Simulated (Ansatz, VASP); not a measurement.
## Mg in VASP and in Ansatz

Contents of INCAR:

```
PREC = Accurate ; ENCUT = 600
EDIFF = 1E-6 ; ISMEAR = 0
SIGMA = 0.1 ; LREAL = F
LASPH = T ; NELM = 120
ALGO = Normal ; ISIF = 2
LWAVE = F ; LCHARG = F
GGA = PS ; NBANDS = 7
GGA_COMPAT = F
```

KPOINTS

```
regular mesh
0
Gamma
  6 6 6
```

POSCAR

```
Mg
1.0
   -1.8639160872      1.8639160872      1.8639160872
    1.8639160872     -1.8639160872      1.8639160872
    1.8639160872      1.8639160872     -1.8639160872
Mg
1
Direct
    0.0000000000      0.0000000000      0.0000000000
```

Input for Ansatz:

```yaml
crystal:
  lattice:
    - [-1.8639160872, 1.8639160872, 1.8639160872]
    - [1.8639160872, -1.8639160872, 1.8639160872]
    - [1.8639160872, 1.8639160872, -1.8639160872]
  atoms:
    - { symbol: Mg, position: [0.0, 0.0, 0.0] }
basis:
  ecutwfc: 420
kpoints:
  mp_grid: { grid: [6, 6, 6] }
hamiltonian:
  xc: pbesol
scf:
  occupations: { method: gaussian, width: 0.1 }
output:
  forces: true
  stress: true
  eigenvalues: true
```

Alike in both runs: task single point; functional PBEsol; k mesh 6 × 6 × 6; occupations gaussian, width 0.1 eV; no spin polarisation.

|  | VASP | Ansatz |
| --- | --- | --- |
| version | VASP 6.6.1 | Ansatz 0.2.0 |
| potentials or method | VASP PAW PBE potentials, release 64 (Mg), cutoff 600 eV | scalar-relativistic, plane waves, PAW |
| valence electrons in the cell | 2 | 10 |

```tsv
	VASP	Ansatz	Ansatz less VASP
gap on the k mesh at the Fermi level (eV)	none	none	-
pressure (GPa)	-3.9	-3.8	+0.07
```

VASP's potentials were made for PBE, not for PBEsol. A gap of «none» marks a metal or a gap that the smearing closes. With one functional, cell and mesh, what is left measures potentials, basis and numerics. VASP's potentials hold 2 valence electrons a cell and Ansatz's 10, so a difference there can come from the potentials and not from the codes.

The k mesh is coarse, so the values compare programs but aren't converged.
